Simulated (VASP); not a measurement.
A run of VASP 6.6.1 is set up as follows.

The input INCAR:

```
PREC = Accurate ; ENCUT = 520
EDIFF = 1E-6 ; ISMEAR = 0
SIGMA = 0.1 ; LREAL = False
LASPH = True ; NELM = 120
ALGO = Normal ; ISIF = 2
LWAVE = False ; LCHARG = False
LDIPOL = True ; IDIPOL = 3
DIPOL = 0.5 0.5 0.500 ; GGA = PS
NBANDS = 64 ; GGA_COMPAT = False
NELMDL = -8
```

File KPOINTS:

```
regular mesh
0
Gamma
  9 9 1
```

The input POSCAR:

```
Al7Ni8
1.0
    4.0477133473      0.0000000000      0.0000000000
   -2.0238566737      3.5054225860      0.0000000000
    0.0000000000      0.0000000000     26.5673043804
Ni Al
8 7
Direct
    0.3333333333      0.6666666667      0.2823018810
    0.0000000000      0.0000000000      0.3445013436
    0.6666666667      0.3333333333      0.4067008061
    0.3333333333      0.6666666667      0.4689002687
    0.0000000000      0.0000000000      0.5310997313
    0.6666666667      0.3333333333      0.5932991939
    0.3333333333      0.6666666667      0.6554986564
    0.0000000000      0.0000000000      0.7176981190
    0.6666666667      0.3333333333      0.3134016123
    0.3333333333      0.6666666667      0.3756010749
    0.0000000000      0.0000000000      0.4378005374
    0.6666666667      0.3333333333      0.5000000000
    0.3333333333      0.6666666667      0.5621994626
    0.0000000000      0.0000000000      0.6243989251
    0.6666666667      0.3333333333      0.6865983877
```

Potentials or basis: VASP PAW PBE potentials, release 64 (Ni, Al).

Run with:

```console
$ cat potpaw_PBE.64/Ni/POTCAR potpaw_PBE.64/Al/POTCAR > POTCAR
$ mpirun -np 1 vasp_std > vasp.out
```

Task: What does it give for the band gap on the k mesh?

Result: Zero (an odd number of electrons rules out a gap without spin polarisation).

Task: Estimate the largest force.

Result: 1.506 eV/Å.

Forces on the atoms (eV/Å):
```
Ni   0.000  0.000  1.506
Ni   0.000  0.000 -0.378
Ni   0.000  0.000 -0.090
Ni   0.000  0.000 -0.025
Ni   0.000  0.000  0.025
Ni   0.000  0.000  0.090
Ni   0.000  0.000  0.378
Ni   0.000  0.000 -1.506
Al   0.000  0.000 -0.604
Al   0.000  0.000 -0.385
Al   0.000  0.000 -0.058
Al   0.000  0.000  0.000
Al   0.000  0.000  0.058
Al   0.000  0.000  0.385
Al   0.000  0.000  0.604
```

Caveat: the PAW data sets were made with another functional, which shifts forces and pressure a little. Spin polarisation is off, so any magnetic state and its effect on volume and gap are missing.
